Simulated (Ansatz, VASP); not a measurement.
**Two plane-wave programs on C**

```
C
1.0
     1.40848   -2.58905    0.00000
     1.40848    2.58905    0.00000
     0.00000    0.00000    2.63864
C
3
Direct
  0.00000 0.50000 0.00000
  0.50000 0.00000 0.00000
  0.50000 0.50000 0.50000
```

Alike in both runs: task single point; functional PBE; k mesh 8 × 8 × 6; occupations gaussian, width 0.1 eV; collinear spin.

|  | VASP | Ansatz |
| --- | --- | --- |
| version | VASP 6.6.1 | Ansatz 0.2.0 |
| potentials or method | VASP PAW PBE potentials, release 64 (C), cutoff 520 eV | scalar-relativistic, plane waves, PAW |
| valence electrons in the cell | 12 | 12 |

```tsv
	VASP	Ansatz	Ansatz less VASP
gap on the k mesh at the Fermi level (eV)	none	none	-
pressure (GPa)	0.2	0.0	-0.20
traceless stress, the component that is largest in VASP (GPa)	0.18	-0.05	-0.232
net moment per atom (μB)	0.00	0.00	0.000
```

A gap of «none» marks a metal or a gap that the smearing closes. The functional is the same, so the differences come from potentials, cutoffs and numerics. Ansatz's warnings: seeded moment not kept.

The k mesh is coarse, so the values compare programs but aren't converged.
